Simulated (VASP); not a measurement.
# HgTe (R3m) in VASP: a series of runs, part 2 of 3

VASP 6.6.1.

## (3) Single point, PBE (epitaxial 111 strain +3.0%)

File INCAR:

```
ALGO = Normal ; EDIFF = 1E-7
ENCUT = 520 ; GGA = PE
ISIF = 2 ; ISMEAR = -1
LASPH = T ; LCHARG = F
LREAL = F ; LWAVE = F
NBANDS = 16 ; NELM = 60
PREC = Accurate ; SIGMA = 0.02
```

File KPOINTS:

```
k-points
0
Gamma
  6 6 6
```

File POSCAR:

```
HgTe
1.0
   -0.1184096840      3.2694229414      3.2694229414
    3.2694229414     -0.1184096840      3.2694229414
    3.2694229414      3.2694229414     -0.1184096840
Hg Te
1 1
Direct
   -0.0034209566     -0.0034209566     -0.0034209566
    0.2534209566      0.2534209566      0.2534209566
```

Potentials or basis: VASP PAW PBE potentials, release 64 (Hg, Te).

Launch:

```bash
> cat potpaw_PBE.64/Hg/POTCAR potpaw_PBE.64/Te/POTCAR > POTCAR
> mpirun -np 1 vasp_std > vasp.out
```

OUTCAR:

```text
EDIFF = 1E-7
   ENCUT = 520
   GGA = PE
   ISIF = 2
   ISMEAR = -1
   LASPH = T
   LREAL = F
   NELM = 60
   PREC = Accurate

 ion  position               nearest neighbor table
   1  0.997  0.997  0.997-   2 2.86   2 2.89   2 2.89   2 2.89
   2  0.253  0.253  0.253-   1 2.86   1 2.89   1 2.89   1 2.89

  LATTYP: Found a trigonal (rhomboedric) cell.
 ALAT       =     4.6251782228
 COS(alpha) =     0.4634787253

  Lattice vectors:

 A1 = (  -0.1184096840,   3.2694229414,   3.2694229414)
 A2 = (   3.2694229414,  -0.1184096840,   3.2694229414)
 A3 = (   3.2694229414,   3.2694229414,  -0.1184096840)

Analysis of symmetry for initial positions (statically):
=====================================================================
 Subroutine PRICEL returns:
 Original cell was already a primitive cell.

 Routine SETGRP: Setting up the symmetry group for a
 trigonal (rhombohedral) supercell.

 Subroutine GETGRP returns: Found  6 space group operations
 (whereof  6 operations were pure point group operations)
 out of a pool of 12 trial point group operations.

The static configuration has the point symmetry C_3v.

Analysis of symmetry for dynamics (positions and initial velocities):
=====================================================================
 Subroutine PRICEL returns:
 Original cell was already a primitive cell.

 Routine SETGRP: Setting up the symmetry group for a
 trigonal (rhombohedral) supercell.

 Subroutine GETGRP returns: Found  6 space group operations
 (whereof  6 operations were pure point group operations)
 out of a pool of 12 trial point group operations.

The dynamic configuration has the point symmetry C_3v.

 Subroutine INISYM returns: Found  6 space group operations
 (whereof  6 operations are pure point group operations),
 and found     1 'primitive' translations

----------------------------------------------------------------------------------------

                                     Primitive cell

  volume of cell :      73.6900

  direct lattice vectors                    reciprocal lattice vectors
    -0.118409684  3.269422941  3.269422941    -0.144865093  0.150308875  0.150308875
     3.269422941 -0.118409684  3.269422941     0.150308875 -0.144865093  0.150308875
     3.269422941  3.269422941 -0.118409684     0.150308875  0.150308875 -0.144865093

  length of vectors
     4.625178223  4.625178223  4.625178223     0.257238044  0.257238044  0.257238044

  position of ions in fractional coordinates (direct lattice)
     0.996579043  0.996579043  0.996579043
     0.253420957  0.253420957  0.253420957

  ion indices of the primitive-cell ions
   primitive index   ion index
                 1           1
                 2           2

----------------------------------------------------------------------------------------

 KPOINTS: k-points

Automatic generation of k-mesh.
 Grid dimensions read from file:
 generate k-points for:    6    6    6

 Generating k-lattice:

  Cartesian coordinates                     Fractional coordinates (reciprocal lattice)
    -0.024144182  0.025051479  0.025051479     0.166666667  0.000000000  0.000000000
     0.025051479 -0.024144182  0.025051479     0.000000000  0.166666667  0.000000000
     0.025051479  0.025051479 -0.024144182     0.000000000  0.000000000  0.166666667

  Length of vectors
     0.042873007  0.042873007  0.042873007

  Shift w.r.t. Gamma in fractional coordinates (k-lattice)
     0.000000000  0.000000000  0.000000000

 Subroutine IBZKPT returns following result:
 ===========================================

 Found     32 irreducible k-points:

 Following reciprocal coordinates:
            Coordinates               Weight
  0.000000  0.000000  0.000000      1.000000
  0.166667  0.000000  0.000000      6.000000
  0.333333  0.000000  0.000000      6.000000
  0.500000  0.000000 -0.000000      3.000000
  0.166667  0.166667 -0.000000      6.000000
  0.333333  0.166667  0.000000     12.000000
[... 16 lines left out ...]
  0.500000  0.500000  0.166667      6.000000
 -0.333333  0.500000  0.166667     12.000000
 [... further k-points ...]
   k-points           NKPTS =     32   k-points in BZ     NKDIM =     32   number of bands    NBANDS=     16
   number of dos      NEDOS =    301   number of ions     NIONS =      2
   total plane-waves  NPLWV =  46656
   dimension x,y,z NGX =    36 NGY =   36 NGZ =   36
   dimension x,y,z NGXF=    72 NGYF=   72 NGZF=   72
   ions per type =               1   1
   NGX,Y,Z   is equivalent  to a cutoff of  12.94, 12.94, 12.94 a.u.
   NGXF,Y,Z  is equivalent  to a cutoff of  25.88, 25.88, 25.88 a.u.
 SYSTEM =  unknown system
   PREC   = accura    normal or accurate (medium, high low for compatibility)
   ISTART =      0    job   : 0-new  1-cont  2-samecut
   ICHARG =      2    charge: 1-file 2-atom 10-const
   ISPIN  =      1    spin polarized calculation?
   LNONCOLLINEAR =      F non collinear calculations
   LSORBIT =      F    spin-orbit coupling
   LASPH  =      T    aspherical Exc in radial PAW
   ENCUT  =  520.0 eV  38.22 Ry    6.18 a.u.   8.60  8.60  8.60*2*pi/ulx,y,z
   NELM   =     60;   NELMIN=  2; NELMDL= -5     # of ELM steps
   EDIFF  = 0.1E-06   stopping-criterion for ELM
   LREAL  =      F    real-space projection
   EDIFFG = 0.1E-05   stopping-criterion for IOM
   NSW    =      0    number of steps for IOM
   IBRION =     -1    ionic relax: 0-MD 1-quasi-New 2-CG
   NFREE  =      0    steps in history (QN), initial steepest desc. (CG)
   ISIF   =      2    stress and relaxation
   ISYM   =      2    0-nonsym 1-usesym 2-fastsym
   POTIM  = 0.5000    time-step for ionic-motion
   TEBEG  =    0.0;   TEEND  =   0.0 temperature during run
   PSTRESS=    0.0 pullay stress
   NELECT =      18.0000    total number of electrons
   NUPDOWN=      -1.0000    fix difference up-down
   EMIN   =  10.00;   EMAX   =-10.00  energy-range for DOS
   EFERMI =   0.00;   METHOD = LEGACY
   ISMEAR =    -1;   SIGMA  =   0.02  broadening in eV -4-tet -1-fermi 0-gaus
   EFERMI_NEDOS =   21; number of points for ismear=-14 and -15
   IALGO  =     38    algorithm
   IMIX   =      4    mixing-type and parameters
     AMIX     =   0.40;   BMIX     =  1.00
     AMIX_MAG =   1.60;   BMIX_MAG =  1.00
  volume/ion in A,a.u.               =      36.84       248.64
  Fermi-wavevector in a.u.,A,eV,Ry     =   1.023363  1.933875 14.248986  1.047271
  Thomas-Fermi vector in A             =   2.157092
   LORBIT       =      0    0 simple, 1 ext, 2 COOP (PROOUT), +10 PAW based schemes
   GGA     = PE    functional components
   LHFCALC =     F    Hartree Fock is set to
   AEXX    =    0.0000 exact exchange contribution
   IVDW    =     0    specifies the selected vdW correction
   LEPSILON=     F    determine dielectric tensor
   LRPA    =     F    only Hartree local field effects (RPA)
 non-spin polarized calculation
  energy-cutoff  :      520.00
  volume of cell :       73.69
 maximum number of plane-waves:      2011
 NGX is ok and might be reduce to    36
   NGX = 17   NGY = 17   NGZ = 17

 number of electron      17.9999999 magnetization

 Free energy of the ion-electron system (eV)
  ---------------------------------------------------
  ext. energy  EPLUGINS =         0.00000000
  ---------------------------------------------------
  free energy    TOTEN  =        -3.62580728 eV

  energy without entropy =       -3.62578266  energy(sigma->0) =       -3.62579497

 E-fermi :   2.2615     XC(G=0):  -8.3503

 val. band max:        2.1553980858   @ k =   0.0000   0.0000   0.0000
 cond. band min:       2.3515199199   @ k =   0.0000   0.0000   0.0000
 fundamental gap:      0.1961218341
 Fermi energy:         2.2614599195

 k-point     1 :       0.0000    0.0000    0.0000
  band No.  band energies     occupation
      1      -9.1746      2.00000
      2      -4.6648      2.00000
      3      -4.6648      2.00000
      4      -4.6481      2.00000
      5      -4.2345      2.00000
      6      -4.2345      2.00000
[... 8 lines left out ...]
     15      11.6194      0.00000
     16      11.6194      0.00000
[... 419 lines left out ...]
 k-point    24 :      -0.3333    0.5000    0.1667
  band No.  band energies     occupation
      1      -8.5410      2.00000
      2      -4.4787      2.00000
      3      -4.4295      2.00000
      4      -4.3237      2.00000
      5      -4.2160      2.00000
      6      -3.7860      2.00000
[... 8 lines left out ...]
     15      12.6065      0.00000
     16      13.2558      0.00000

 [... further k-points ...]

------------------------ aborting loop because EDIFF is reached ----------------------------------------

  FORCE on cell =-STRESS in cart. coord.  units (eV):
  Direction    XX          YY          ZZ          XY          YZ          ZX
  --------------------------------------------------------------------------------------
  -------------------------------------------------------------------------------------
  Total        0.0024296      0.0024296      0.0024296      0.3024887      0.3024887      0.3024887
  in kB        0.0528252      0.0528252      0.0528252      6.5767498      6.5767498      6.5767498
  external PRESSURE =       0.0528252 kB  Pullay stress =       0.0000000 kB

 VOLUME and BASIS-vectors are now :
 -----------------------------------------------------------------------------
  energy-cutoff  :      520.00
  volume of cell :       73.69
      direct lattice vectors                 reciprocal lattice vectors
    -0.118409684  3.269422941  3.269422941    -0.144865093  0.150308875  0.150308875
     3.269422941 -0.118409684  3.269422941     0.150308875 -0.144865093  0.150308875
     3.269422941  3.269422941 -0.118409684     0.150308875  0.150308875 -0.144865093

 POSITION                                       TOTAL-FORCE (eV/Angst)
 -----------------------------------------------------------------------------------
      6.39847      6.39847      6.39847        -0.006881     -0.006881     -0.006881
      1.62707      1.62707      1.62707         0.006881      0.006881      0.006881
 -----------------------------------------------------------------------------------
    total drift:                               -0.000091     -0.000091     -0.000091

  FREE ENERGIE OF THE ION-ELECTRON SYSTEM (eV)
  ---------------------------------------------------
  free  energy   TOTEN  =        -3.6258072842 eV

  energy  without entropy=       -3.6257826640  energy(sigma->0) =       -3.62579497
```

stdout:

```text
POSCAR found type information on POSCAR HgTe
 POSCAR found :  2 types and       2 ions
 scaLAPACK will be used
 LDA part: xc-table for (Slater+PW92), standard interpolation
 POSCAR, INCAR and KPOINTS ok, starting setup
 FFT: planning ... GRIDC
 FFT: planning ... GRID_SOFT
 FFT: planning ... GRID
 WAVECAR not read
 entering main loop
```

It took 25 s on 1 thread of Intel Xeon Platinum 8488C (Sapphire Rapids), shared host; peak memory 0.22 GiB.

What came out:

| Property | Result |
| --- | --- |
| Free energy | -3.6258 eV |
| Pressure | 0.0 GPa |
| Largest force | 0.012 eV/Å |
| Band gap on the k mesh | 0.20 eV |

Forces on the atoms (eV/Å):
```
Hg  -0.007 -0.007 -0.007
Te   0.007  0.007  0.007
```

Caveat: the cell differs from its parent crystal (epitaxial 111 strain +3.0%); spin-orbit coupling is left out, which moves the levels of the heavy elements.

## (4) Single point, r2SCAN (strain along [111] -5.0%)

File POSCAR:

```
HgTe
1.0
   -0.1096385963      3.1795192925      3.1795192925
    3.1795192925     -0.1096385963      3.1795192925
    3.1795192925      3.1795192925     -0.1096385963
Hg Te
1 1
Direct
   -0.0043648214     -0.0043648214     -0.0043648214
    0.2543648214      0.2543648214      0.2543648214
```

File INCAR.step1:

```
PREC = Accurate
ENCUT = 520
ISMEAR = 0
SIGMA = 0.01
LREAL = False
LASPH = True
NELM = 80
NBANDS = 16
GGA = PE
ALGO = Normal
EDIFF = 1E-4
LWAVE = True
LCHARG = False
```

File INCAR.step2:

```
PREC = Accurate
ENCUT = 520
EDIFF = 1E-6
ISMEAR = 0
SIGMA = 0.01
LREAL = False
LASPH = True
NELM = 80
ALGO = Normal
ISIF = 2
LWAVE = False
LCHARG = True
METAGGA = R2SCAN
LMIXTAU = True
LELF = True
LVHAR = True
NBANDS = 16
ISTART = 1
```

File KPOINTS:

```
regular mesh
0
Gamma
  6 6 6
```

Potentials or basis: VASP PAW PBE potentials, release 64 (Hg, Te).

Launch:

```bash
> cat potpaw_PBE.64/Hg/POTCAR potpaw_PBE.64/Te/POTCAR > POTCAR
> cp INCAR.step1 INCAR
> mpirun -np 1 vasp_std > vasp.out
> cp INCAR.step2 INCAR
> mpirun -np 1 vasp_std > vasp.out
```

OUTCAR:

```text
PREC = Accurate
   ENCUT = 520
   EDIFF = 1E-6
   ISMEAR = 0
   LREAL = False
   LASPH = True
   NELM = 80
   ISIF = 2
   METAGGA = R2SCAN
   ISTART = 1

 ion  position               nearest neighbor table
   1  0.996  0.996  0.996-   2 2.80   2 2.80   2 2.80   2 2.80
   2  0.254  0.254  0.254-   1 2.80   1 2.80   1 2.80   1 2.80

  LATTYP: Found a trigonal (rhomboedric) cell.
 ALAT       =     4.4978557652
 COS(alpha) =     0.4652406417

  Lattice vectors:

 A1 = (  -0.1096385963,   3.1795192925,   3.1795192925)
 A2 = (   3.1795192925,  -0.1096385963,   3.1795192925)
 A3 = (   3.1795192925,   3.1795192925,  -0.1096385963)

Analysis of symmetry for initial positions (statically):
=====================================================================
 Subroutine PRICEL returns:
 Original cell was already a primitive cell.

 Routine SETGRP: Setting up the symmetry group for a
 trigonal (rhombohedral) supercell.

 Subroutine GETGRP returns: Found  6 space group operations
 (whereof  6 operations were pure point group operations)
 out of a pool of 12 trial point group operations.

The static configuration has the point symmetry C_3v.

Analysis of symmetry for dynamics (positions and initial velocities):
[... 162 lines left out ...]
 val. band max:        2.7783531972   @ k =   0.0000   0.0000   0.0000
 cond. band min:       3.0054703178   @ k =   0.0000   0.0000   0.0000
 fundamental gap:      0.2271171205
 Fermi energy:         2.8441803678

 k-point     1 :       0.0000    0.0000    0.0000
  band No.  band energies     occupation
      1      -9.5308      2.00000
      2      -4.7895      2.00000
      3      -4.7895      2.00000
      4      -4.7293      2.00000
      5      -4.2049      2.00000
      6      -4.2049      2.00000
[... 433 lines left out ...]
      3      -4.4708      2.00000
      4      -4.3330      2.00000
      5      -4.1830      2.00000
      6      -3.6007      2.00000
[... 8 lines left out ...]
     15      14.0330      0.00000
     16      14.7634      0.00000

 [... further k-points ...]

------------------------ aborting loop because EDIFF is reached ----------------------------------------

  FORCE on cell =-STRESS in cart. coord.  units (eV):
  Direction    XX          YY          ZZ          XY          YZ          ZX
  --------------------------------------------------------------------------------------
  -------------------------------------------------------------------------------------
  Total        0.9585034      0.9585034      0.9585034      0.2531175      0.2531175      0.2531175
  in kB       22.7141502     22.7141502     22.7141502      5.9982551      5.9982551      5.9982551
  external PRESSURE =      22.7141502 kB  Pullay stress =       0.0000000 kB

 VOLUME and BASIS-vectors are now :
 -----------------------------------------------------------------------------
  energy-cutoff  :      520.00
  volume of cell :       67.61
      direct lattice vectors                 reciprocal lattice vectors
    -0.109638596  3.179519293  3.179519293    -0.149347671  0.154681516  0.154681516
     3.179519293 -0.109638596  3.179519293     0.154681516 -0.149347671  0.154681516
     3.179519293  3.179519293 -0.109638596     0.154681516  0.154681516 -0.149347671

 POSITION                                       TOTAL-FORCE (eV/Angst)
 -----------------------------------------------------------------------------------
      6.22212      6.22212      6.22212         0.003670      0.003670      0.003670
      1.58963      1.58963      1.58963        -0.003670     -0.003670     -0.003670
 -----------------------------------------------------------------------------------
    total drift:                                0.000130      0.000130      0.000130

  FREE ENERGIE OF THE ION-ELECTRON SYSTEM (eV)
  ---------------------------------------------------
  free  energy   TOTEN  =       -75.1152147858 eV

  energy  without entropy=      -75.1152147858  energy(sigma->0) =      -75.11521479
```

OSZICAR.step1:

```text
N       E                     dE             d eps       ncg     rms          rms(c)
DAV:   1     0.106357398382E+03    0.10636E+03   -0.80943E+03  1032   0.976E+02
DAV:   2    -0.584679178262E-01   -0.10642E+03   -0.99796E+02  1208   0.230E+02
DAV:   3    -0.374414610195E+01   -0.36857E+01   -0.36784E+01  1280   0.440E+01
DAV:   4    -0.377816207891E+01   -0.34016E-01   -0.34014E-01  1480   0.380E+00
DAV:   5    -0.377826229398E+01   -0.10022E-03   -0.10021E-03  1336   0.188E-01    0.762E+00
DAV:   6    -0.357135521329E+01    0.20691E+00   -0.40262E-01  1232   0.854E+00    0.601E+00
DAV:   7    -0.356349188930E+01    0.78633E-02   -0.10121E-01  1120   0.217E+00    0.219E+00
DAV:   8    -0.356275027717E+01    0.74161E-03   -0.11096E-02  1176   0.121E+00    0.534E-01
DAV:   9    -0.356276764316E+01   -0.17366E-04   -0.75288E-04  1288   0.319E-01
   1 F= -.35627676E+01 E0= -.35627676E+01  d E =-.333899E-30
```

It took 1.9 min on 1 thread of Intel Xeon Platinum 8488C (Sapphire Rapids), shared host; peak memory 0.23 GiB.

Results:

```
Free energy            : -75.1152 eV
Pressure               : 2.3 GPa
Largest force          : 0.006 eV/Å
Band gap on the k mesh : 0.23 eV
```

Forces on the atoms (eV/Å):
```
Hg   0.004  0.004  0.004
Te  -0.004 -0.004 -0.004
```

Stress tensor (GPa, compression positive):
```
2.27 0.60 0.60
0.60 2.27 0.60
0.60 0.60 2.27
```

Levels at points of the mesh, in eV from the valence-band top:
```
           k point  band 5  band 6  band 7  band 8  band 9  band 10  band 11  band 12  band 13  band 14
(0.00, 0.00, 0.00)   -6.98   -6.98   -0.41    0.00    0.00     0.23     4.51     4.51     5.01     6.93
(0.50, 0.00, 0.00)   -6.96   -6.69   -5.61   -1.04   -0.76     1.18     5.49     5.59     7.27     8.39
(0.50, 0.50, 0.00)   -6.91   -6.51   -5.49   -2.41   -2.10     2.04     2.92     8.57     9.50     9.64
(0.50, 0.50, 0.50)   -6.95   -6.58   -5.37   -1.06   -1.06     0.56     5.21     5.21     7.06     8.73
```

Caveat: the cell differs from its parent crystal (strain along [111] -5.0%); the PAW data sets were made with another functional, which shifts forces and pressure a little; spin-orbit coupling is left out, which moves the levels of the heavy elements. A k mesh can miss the band edges.

[end of part 2 of 3]
